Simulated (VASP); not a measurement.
Runs of VASP 6.6.1 on Y. The structure is that of space group Fm-3m (No. 225), or close to it. The cells are those of the table. 

```tsv
task	cell	k mesh	cutoff (eV)	gap on the mesh (eV)	pressure (GPa)
single point	a = 3.372 Å, angles 60.0°, 1 atom	14 × 14 × 14	520	none	6.3
single point	a = 3.633 Å, angles 60.0°, 1 atom	14 × 14 × 14	520	none	-3.5
single point	a = 3.519 Å, angles 60.0°, 1 atom	14 × 14 × 14	520	none	-0.1
relaxation of cell and atoms	relaxed from a = 3.514 Å, angles 60.0°, 1 atom	14 × 14 × 14	600	none	0.0
single point	a = 3.554 Å, angles 60.0°, 1 atom	14 × 14 × 14	520	none	(a)
single point	a = 3.410 Å, angles 60.0°, 1 atom	14 × 14 × 14	520	none	4.4
single point	a = 3.447 Å, angles 60.0°, 1 atom	14 × 14 × 14	520	none	2.7
single point	a = 3.514 Å, angles 60.0°, 1 atom	6 × 6 × 6	500	none	-0.1
single point	a = 3.484 Å, angles 60.0°, 1 atom	14 × 14 × 14	520	none	1.2
single point	a = 3.588 Å, angles 60.0°, 1 atom	14 × 14 × 14	520	none	(b)
```

Alike in all rows: level PBEsol; potentials or basis VASP PAW PBE potentials, release 64 (Y_sv); no spin polarisation; smearing gaussian 0.1 eV.

Question: Estimate the missing entries.

Answer: (a) -1.3; (b) -2.3.

Caveats: some runs use coarse meshes; the PAW data sets were made with another functional, which shifts forces and pressure a little.

A k mesh can miss the band edges, and the runs leave out spin-orbit coupling on Y.

A gap of «none» marks levels without a gap at the run's occupations.
